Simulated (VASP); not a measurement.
# Mg (P6_3/mmc) in VASP: further runs, part 2 of 2

VASP 6.6.1. Earlier steps stand in the parts before.

## 3. Single point, PBE0

POSCAR

```
Mg
1.0
    3.1768261656      0.0000000000      0.0000000000
   -1.5884130828      2.7512121628      0.0000000000
    0.0000000000      0.0000000000     10.3188620100
Mg
4
Direct
    0.6666666667      0.3333333333      0.7500000000
    0.0000000000      0.0000000000      0.5000000000
    0.3333333333      0.6666666667      0.2500000000
    0.0000000000      0.0000000000      0.0000000000
```

INCAR.step1

```
SYSTEM = Mg
PREC     = Accurate       ! precision mode
ENCUT    = 520            ! plane-wave cutoff, eV
EDIFF    = 1E-5           ! SCF threshold, eV
ISMEAR   = -1             ! smearing method
SIGMA    = 0.05           ! smearing width, eV
LREAL    = .False.        ! projectors in reciprocal space
LASPH    = .True.         ! aspherical terms in the spheres
NELM     = 60             ! most SCF steps
ALGO     = Normal         ! electronic algorithm
ISIF     = 2              ! what is computed and relaxed
LWAVE    = .True.         ! write WAVECAR
GGA      = PE             ! functional
NBANDS   = 12             ! bands
```

INCAR.step2

```
SYSTEM = Mg
PREC     = Accurate       ! precision mode
ENCUT    = 520            ! plane-wave cutoff, eV
EDIFF    = 1E-7           ! SCF threshold, eV
ISMEAR   = -1             ! smearing method
SIGMA    = 0.05           ! smearing width, eV
LREAL    = .False.        ! projectors in reciprocal space
LASPH    = .True.         ! aspherical terms in the spheres
NELM     = 60             ! most SCF steps
ALGO     = Normal         ! electronic algorithm
ISIF     = 2              ! what is computed and relaxed
LWAVE    = .False.        ! write WAVECAR
LCHARG   = .True.         ! write CHGCAR
GGA      = PE             ! functional
LHFCALC  = .True.         ! exact exchange
AEXX     = 0.25           ! exact-exchange fraction
PRECFOCK = Normal       
LELF     = .True.         ! ELF
LVHAR    = .True.       
ISTART   = 1            
NBANDS   = 12             ! bands
```

KPOINTS

```
Automatic mesh
0
Gamma
  6 6 2
  0 0 0
```

Potentials or basis: VASP PAW PBE potentials, release 64 (Mg).

Started as:

```
> cat potpaw_PBE.64/Mg/POTCAR > POTCAR
> cp INCAR.step1 INCAR
> mpirun -np 1 vasp_std > vasp.out
> cp INCAR.step2 INCAR
> mpirun -np 1 vasp_std > vasp.out
```

OUTCAR:

```text
SYSTEM = Mg
   PREC = Accurate
   ENCUT = 520
   EDIFF = 1E-7
   ISMEAR = -1
   LREAL = .False.
   LASPH = .True.
   NELM = 60
   ISIF = 2
   GGA = PE
   LHFCALC = .True.
   AEXX = 0.25
   PRECFOCK = Normal
   ISTART = 1

 ion  position               nearest neighbor table
   1  0.667  0.333  0.750-   2 3.17   4 3.17   2 3.17   4 3.17   2 3.17   4 3.17
   2  0.000  0.000  0.500-   1 3.17   3 3.17   3 3.17   1 3.17   1 3.17   3 3.17
   3  0.333  0.667  0.250-   2 3.17   4 3.17   2 3.17   4 3.17   2 3.17   4 3.17
   4  0.000  0.000  0.000-   1 3.17   3 3.17   3 3.17   1 3.17   1 3.17   3 3.17

  LATTYP: Found a hexagonal cell.
 ALAT       =     3.1768261656
 C/A-ratio  =     3.2481670296

  Lattice vectors:

 A1 = (   3.1768261656,   0.0000000000,   0.0000000000)
 A2 = (  -1.5884130828,   2.7512121628,   0.0000000000)
 A3 = (   0.0000000000,   0.0000000000,  10.3188620100)

Analysis of symmetry for initial positions (statically):
=====================================================================
 Subroutine PRICEL returns:
 Original cell was already a primitive cell.

 Routine SETGRP: Setting up the symmetry group for a
[... 188 lines left out ...]
      9      14.9843      0.00000
     10      15.0845      0.00000
     11      15.0845      0.00000
     12      15.7894      0.00000
[... 181 lines left out ...]
 k-point    14 :       0.3333    0.3333    0.5000
  band No.  band energies     occupation
      1       1.9861      2.00000
      2       1.9861      2.00000
      3       2.0943      1.99998
      4       2.0943      1.99998
      5       2.2916      1.99904
      6       2.2916      1.99904
      7       5.2856      0.00000
      8       5.2856      0.00000
      9       6.1352      0.00000
     10       6.1352      0.00000
     11       6.4826      0.00000
     12       6.4826      0.00000

------------------------ aborting loop because EDIFF is reached ----------------------------------------

  FORCE on cell =-STRESS in cart. coord.  units (eV):
  Direction    XX          YY          ZZ          XY          YZ          ZX
  --------------------------------------------------------------------------------------
  -------------------------------------------------------------------------------------
  Total       -0.0840449     -0.0840449      0.7644211      0.0000000      0.0000000     -0.0000000
  in kB       -1.4930442     -1.4930442     13.5798160      0.0000000      0.0000000     -0.0000000
  external PRESSURE =       3.5312425 kB  Pullay stress =       0.0000000 kB

 VOLUME and BASIS-vectors are now :
 -----------------------------------------------------------------------------
  energy-cutoff  :      520.00
  volume of cell :       90.19
      direct lattice vectors                 reciprocal lattice vectors
     3.176826166  0.000000000  0.000000000     0.314779578  0.181738074  0.000000000
    -1.588413083  2.751212163  0.000000000     0.000000000  0.363476148  0.000000000
     0.000000000  0.000000000 10.318862010     0.000000000  0.000000000  0.096909911

 POSITION                                       TOTAL-FORCE (eV/Angst)
 -----------------------------------------------------------------------------------
      1.58841      0.91707      7.73915         0.000000     -0.000000     -0.000000
      0.00000      0.00000      5.15943         0.000000     -0.000000      0.000000
     -0.00000      1.83414      2.57972        -0.000000      0.000000      0.000000
      0.00000      0.00000      0.00000        -0.000000     -0.000000      0.000000
 -----------------------------------------------------------------------------------
    total drift:                               -0.000000     -0.000000     -0.000000

  FREE ENERGIE OF THE ION-ELECTRON SYSTEM (eV)
  ---------------------------------------------------
  free  energy   TOTEN  =        -5.9940276017 eV

  energy  without entropy=       -5.9846155789  energy(sigma->0) =       -5.98932159
```

OUTCAR.step1:

```text
SYSTEM = Mg
   PREC = Accurate
   ENCUT = 520
   EDIFF = 1E-5
   ISMEAR = -1
   LREAL = .False.
   LASPH = .True.
[... 428 lines left out ...]
      0.00000      0.00000      5.15943         0.000000      0.000000     -0.000000
     -0.00000      1.83414      2.57972         0.000000     -0.000000      0.000000
      0.00000      0.00000      0.00000         0.000000      0.000000     -0.000000
 -----------------------------------------------------------------------------------
    total drift:                                0.000000     -0.000000      0.000000

  FREE ENERGIE OF THE ION-ELECTRON SYSTEM (eV)
  ---------------------------------------------------
  free  energy   TOTEN  =        -5.8773190596 eV

  energy  without entropy=       -5.8561552827  energy(sigma->0) =       -5.86673717
```

OSZICAR.step1:

```text
N       E                     dE             d eps       ncg     rms          rms(c)
DAV:   1     0.290053160854E+01    0.29005E+01   -0.26048E+03   336   0.477E+02
DAV:   2    -0.565722437907E+01   -0.85578E+01   -0.80719E+01   416   0.532E+01
DAV:   3    -0.590495725630E+01   -0.24773E+00   -0.24540E+00   464   0.676E+00
DAV:   4    -0.590635089779E+01   -0.13936E-02   -0.13932E-02   420   0.601E-01
DAV:   5    -0.590636690661E+01   -0.16009E-04   -0.16009E-04   452   0.649E-02    0.136E+00
DAV:   6    -0.589288237213E+01    0.13485E-01   -0.13732E-03   412   0.287E-01    0.867E-01
DAV:   7    -0.587731933421E+01    0.15563E-01   -0.52761E-03   380   0.493E-01    0.451E-02
DAV:   8    -0.587731905956E+01    0.27465E-06   -0.72638E-05   460   0.408E-02
   1 F= -.58773191E+01 E0= -.58667372E+01  d E =-.211638E-01
```

It took 11 min on 1 thread of Intel Xeon Platinum 8124M at 3.00GHz (Skylake/Cascade Lake), shared host; peak memory 0.21 GiB.

Results:

* Free energy: -5.9940 eV
* Pressure: 0.4 GPa
* Band gap on the k mesh: zero (bands 4 and 5 overlap by 2.25 eV)

Stress tensor (GPa, compression positive):
```
-0.15  0.00  0.00
 0.00 -0.15  0.00
 0.00  0.00  1.36
```

Levels at points of the mesh, in eV from the Fermi level:
| k point | band 2 | band 3 | band 4 | band 5 | band 6 | band 7 |
| --- | --- | --- | --- | --- | --- | --- |
| (0.00, 0.00, 0.00) | -6.90 | -6.90 | -2.35 | -1.66 | 6.03 | 6.04 |
| (0.50, 0.00, 0.00) | -2.76 | -1.57 | -1.54 | -0.70 | -0.65 | 3.52 |
| (0.00, 0.00, 0.50) | -8.11 | -4.89 | -4.89 | 2.07 | 2.07 | 10.27 |
| (0.50, 0.00, 0.50) | -2.49 | -2.30 | -2.30 | 1.11 | 1.11 | 1.64 |

Caveat: the k points lie up to 0.38 Å⁻¹ apart, too coarse for converged energies and pressures of a metal; the PAW data sets were made with another functional, which shifts forces and pressure a little.

## 4. Single point, r2SCAN0

POSCAR is that of step 3.

INCAR.step1

```
PREC = Accurate ; ENCUT = 520
EDIFF = 1E-5 ; ISMEAR = -1
SIGMA = 0.05 ; LREAL = False
LASPH = True ; NELM = 80
ALGO = Normal ; ISIF = 2
LWAVE = True ; LCHARG = False
NBANDS = 12 ; GGA = PE
```

INCAR.step2

```
PREC = Accurate ; ENCUT = 520
EDIFF = 1E-7 ; ISMEAR = -1
SIGMA = 0.05 ; LREAL = False
LASPH = True ; NELM = 80
ALGO = Normal ; ISIF = 2
LWAVE = False ; LCHARG = False
METAGGA = R2SCAN ; LHFCALC = True
AEXX = 0.25 ; LMIXTAU = True
PRECFOCK = Normal ; NBANDS = 12
ISTART = 1
```

KPOINTS

```
regular mesh
0
Gamma
  6 6 2
```

Potentials or basis: VASP PAW PBE potentials, release 64 (Mg).

Started as:

```
> cat potpaw_PBE.64/Mg/POTCAR > POTCAR
> cp INCAR.step1 INCAR
> mpirun -np 1 vasp_std > vasp.out
> cp INCAR.step2 INCAR
> mpirun -np 1 vasp_std > vasp.out
```

OUTCAR:

```text
PREC = Accurate
   ENCUT = 520
   EDIFF = 1E-7
   ISMEAR = -1
   LREAL = False
   LASPH = True
   NELM = 80
   ISIF = 2
   METAGGA = R2SCAN
   LHFCALC = True
   AEXX = 0.25
   PRECFOCK = Normal
   ISTART = 1

 ion  position               nearest neighbor table
   1  0.667  0.333  0.750-   2 3.17   4 3.17   2 3.17   4 3.17   2 3.17   4 3.17
   2  0.000  0.000  0.500-   1 3.17   3 3.17   3 3.17   1 3.17   1 3.17   3 3.17
   3  0.333  0.667  0.250-   2 3.17   4 3.17   2 3.17   4 3.17   2 3.17   4 3.17
[... 409 lines left out ...]
  Direction    XX          YY          ZZ          XY          YZ          ZX
  --------------------------------------------------------------------------------------
  -------------------------------------------------------------------------------------
  Total       -0.3315285     -0.3315285      0.5822965      0.0000000      0.0000000      0.0000000
  in kB       -5.8895508     -5.8895508     10.3444034      0.0000000      0.0000000      0.0000000
  external PRESSURE =      -0.4782327 kB  Pullay stress =       0.0000000 kB

 VOLUME and BASIS-vectors are now :
 -----------------------------------------------------------------------------
  energy-cutoff  :      520.00
  volume of cell :       90.19
      direct lattice vectors                 reciprocal lattice vectors
     3.176826166  0.000000000  0.000000000     0.314779578  0.181738074  0.000000000
    -1.588413083  2.751212163  0.000000000     0.000000000  0.363476148  0.000000000
     0.000000000  0.000000000 10.318862010     0.000000000  0.000000000  0.096909911

 POSITION                                       TOTAL-FORCE (eV/Angst)
 -----------------------------------------------------------------------------------
      1.58841      0.91707      7.73915        -0.000000      0.000000      0.000000
      0.00000      0.00000      5.15943         0.000000      0.000000      0.000000
     -0.00000      1.83414      2.57972         0.000000      0.000000     -0.000000
      0.00000      0.00000      0.00000         0.000000      0.000000      0.000000
 -----------------------------------------------------------------------------------
    total drift:                               -0.000000     -0.000000     -0.000000

  FREE ENERGIE OF THE ION-ELECTRON SYSTEM (eV)
  ---------------------------------------------------
  free  energy   TOTEN  =       -13.9689690827 eV

  energy  without entropy=      -13.9595566273  energy(sigma->0) =      -13.96426286
```

OSZICAR.step1:

```text
N       E                     dE             d eps       ncg     rms          rms(c)
DAV:   1     0.290053160854E+01    0.29005E+01   -0.26048E+03   336   0.477E+02
DAV:   2    -0.565722437907E+01   -0.85578E+01   -0.80719E+01   416   0.532E+01
DAV:   3    -0.590495725630E+01   -0.24773E+00   -0.24540E+00   464   0.676E+00
DAV:   4    -0.590635089779E+01   -0.13936E-02   -0.13932E-02   420   0.601E-01
DAV:   5    -0.590636690661E+01   -0.16009E-04   -0.16009E-04   452   0.649E-02    0.136E+00
DAV:   6    -0.589288237213E+01    0.13485E-01   -0.13732E-03   412   0.287E-01    0.867E-01
DAV:   7    -0.587731933421E+01    0.15563E-01   -0.52761E-03   380   0.493E-01    0.451E-02
DAV:   8    -0.587731905956E+01    0.27465E-06   -0.72638E-05   460   0.408E-02
   1 F= -.58773191E+01 E0= -.58667372E+01  d E =-.211638E-01
```

It took 12 min on 1 thread of Intel Xeon Platinum 8124M at 3.00GHz (Skylake/Cascade Lake), shared host; peak memory 0.23 GiB.

What came out:

```yaml
Free_energy: -13.9690 eV
Pressure: 0.0 GPa
Band_gap_on_the_k_mesh: zero (bands 4 and 5 overlap by 2.18 eV)
```

Caveat: the k points lie up to 0.38 Å⁻¹ apart, too coarse for converged energies and pressures of a metal; the PAW data sets were made with another functional, which shifts forces and pressure a little.

## 5. The runs side by side

```csv
level,screening parameter,gap on the mesh (eV),pressure (GPa)
HSE06,0.2079 1/Å,none,0.5
PBE0,-,none,0.4
r2SCAN0,-,none,0.0
```

Alike in all rows: task single point; potentials or basis VASP PAW PBE potentials, release 64 (Mg); no spin polarisation; cell as given; k mesh 6 × 6 × 2; cutoff (eV) 520; smearing fermi-dirac 0.05 eV.

Caveats: all runs use coarse meshes; the PAW data sets were made with another functional, which shifts forces and pressure a little.

Absolute energies hang on the potentials; compare differences alone.
